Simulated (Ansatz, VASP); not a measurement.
# Two plane-wave programs on Tl

```
Tl
1.0
     3.59424    0.00000    0.00000
    -1.79712    3.11270    0.00000
     0.00000    0.00000    5.30400
Tl
2
Cartesian
  0.0000 2.0751 1.3260
  1.7971 1.0376 3.9780
```

Change from the starting cell: strain +0.040 along x and y, -0.040 along z, atoms carried along.

Alike in both runs: task single point; functional PBEsol; k mesh 18 × 18 × 10; occupations gaussian, width 0.15 eV; no spin polarisation.

|  | VASP | Ansatz |
| --- | --- | --- |
| version | VASP 6.6.1 | Ansatz 0.2.0 |
| potentials or method | VASP PAW PBE potentials, release 64 (Tl_d), cutoff 520 eV | scalar-relativistic, plane waves, PAW |
| valence electrons in the cell | 26 | 26 |

```csv
,VASP,Ansatz,Ansatz less VASP
gap on the k mesh at the Fermi level (eV),none,none,-
pressure (GPa),-0.9,-0.9,+0.06
"traceless stress, the component that is largest in VASP (GPa)",1.01,1.00,-0.001
```

VASP's potentials were made for PBE, not for PBEsol. A gap of «none» marks a metal or a gap that the smearing closes. With one functional, cell and mesh, what is left measures potentials, basis and numerics.

Neither program's run includes spin-orbit coupling.
